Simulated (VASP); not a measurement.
A run of VASP 6.6.1:

The input INCAR:

```
SYSTEM = Yb
PREC = Accurate ; ENCUT = 520
EDIFF = 1E-6 ; ISMEAR = -1
SIGMA = 0.1 ; LREAL = .False.
LASPH = .True. ; NELM = 100
ALGO = Normal ; ISIF = 2
LWAVE = .False. ; LCHARG = .True.
GGA = PS ; LELF = .True.
LVHAR = .True. ; NBANDS = 18
```

Contents of KPOINTS:

```
Automatic mesh
0
Gamma
  10 10 10
  0 0 0
```

POSCAR

```
Yb
1.0
   -2.1514830000      2.1514830000      2.1514830000
    2.1514830000     -2.1514830000      2.1514830000
    2.1514830000      2.1514830000     -2.1514830000
Yb
1
Direct
    0.0000000000      0.0000000000      0.0000000000
```

Potentials or basis: VASP PAW PBE potentials, release 64 (Yb).

Run with:

```bash
$ cat potpaw_PBE.64/Yb/POTCAR > POTCAR
$ mpirun -np 1 vasp_std > vasp.out
```

Hardware: 1 thread of Intel Xeon 8259CL, on a shared host.

Question: Estimate the wall time of this run.

Answer: Wall time 98 s on 1 thread of Intel Xeon 8259CL, on a shared host, peak memory 0.19 GiB. Counts: scf iterations 22, k points 47.
